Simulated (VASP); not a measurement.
Set up this calculation in VASP 6.6.1, as the native input.

* Task: single point
* Functional: r2SCAN
* Potentials or basis: VASP PAW PBE potentials, release 64 (Ti_sv, Si)
* Cutoff: 520 eV
* k mesh: 3 × 3 × 4
* Occupations: methfessel-paxton, width 0.04 eV
* Spin: no spin polarisation
* Dipole correction: no
* Further INCAR settings: ALGO = Normal; EDIFF = 1e-06; NBANDS = 17

TiSi2:

```
CELL_PARAMETERS angstrom
-1.47287 1.71213 4.21208
1.47287 -1.71213 4.21208
1.47287 1.71213 -4.21208
ATOMIC_POSITIONS crystal
Ti 0.00000 0.00000 0.00000
Si 0.32992 0.32992 0.00000
Si 0.67008 0.67008 0.00000
```

These files were run (other wordings do the same):

POSCAR

```
TiSi2
1.0
   -1.4728720000      1.7121300000      4.2120830000
    1.4728720000     -1.7121300000      4.2120830000
    1.4728720000      1.7121300000     -4.2120830000
Ti Si
1 2
Direct
    0.0000000000      0.0000000000      0.0000000000
    0.3299220000      0.3299220000      0.0000000000
    0.6700780000      0.6700780000      0.0000000000
```

INCAR.step1

```
SYSTEM = TiSi2
  ALGO = Normal
  EDIFF = 1E-4
  ENCUT = 520
  GGA = PE
  ISMEAR = 1
  LASPH = .True.
  LCHARG = .False.
  LREAL = .False.
  LWAVE = .True.
  NBANDS = 17
  NELM = 80
  PREC = Accurate
  SIGMA = 0.04
```

INCAR.step2

```
SYSTEM = TiSi2
  ALGO = Normal
  EDIFF = 1E-6
  ENCUT = 520
  ISIF = 2
  ISMEAR = 1
  ISTART = 1
  LASPH = .True.
  LCHARG = .True.
  LELF = .True.
  LMIXTAU = .True.
  LREAL = .False.
  LVHAR = .True.
  LWAVE = .False.
  METAGGA = R2SCAN
  NBANDS = 17
  NELM = 80
  PREC = Accurate
  SIGMA = 0.04
```

KPOINTS

```
k-points
0
Gamma
  3 3 4
  0 0 0
```

Potentials or basis: VASP PAW PBE potentials, release 64 (Ti_sv, Si).

Run with:

```sh
$ cat potpaw_PBE.64/Ti_sv/POTCAR potpaw_PBE.64/Si/POTCAR > POTCAR
$ cp INCAR.step1 INCAR
$ mpirun -np 1 vasp_std > vasp.out
$ cp INCAR.step2 INCAR
$ mpirun -np 1 vasp_std > vasp.out
```

Results of the run:

```yaml
Pressure: -2.1 GPa
Largest_force: 0.086 eV/Å
Band_gap_on_the_k_mesh: zero (band 10 reaches 11.34 eV, above the bottom of band 11 at 9.00 eV)
```

Caveat: the k points lie up to 0.75 Å⁻¹ apart; the PAW data sets were made with another functional, which shifts forces and pressure a little.

It took 2.4 min on 1 thread of Intel Xeon 8259CL (shared host), peak memory 0.21 GiB.
